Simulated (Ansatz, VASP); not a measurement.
## Two plane-wave programs on AlGa3P4

```
Al Ga P
1.0
     3.85802    0.00000    0.00000
     0.00000    3.85502    5.44668
     0.00000   -3.85502    5.44668
Al Ga P
1 3 4
Direct
  0.00000 0.00026 0.00026
  0.50000 0.00015 0.49989
  0.50000 0.49989 0.00015
  0.00000 0.49985 0.49985
  0.50000 0.12443 0.12443
  0.00000 0.12467 0.62581
  0.00000 0.62581 0.12467
  0.50000 0.62493 0.62493
```

Alike in both runs: task single point; functional PBE; k mesh 6 × 4 × 4; no spin polarisation.

```csv
,VASP,Ansatz
version,VASP 6.6.1,Ansatz 0.2.0
potentials or method,"VASP PAW PBE potentials, release 64 (Al, Ga_d, P)","plane waves, PAW"
plane-wave cutoff (eV),520,420
occupations,"gaussian, width 0.01 eV",fixed
valence electrons in the cell,62,62
```

VASP gave:

- gap on the k mesh at the Fermi level (eV): 1.56
- pressure (GPa): 2.5
- rms of the force components (eV/Å): 0.003

Task: What did Ansatz give for the same quantities?

Result: gap on the k mesh at the Fermi level (eV): 1.56; pressure (GPa): 2.6; rms of the force components (eV/Å): 0.005.

Atom by atom the forces differ by 0.002 eV/Å (rms over components).
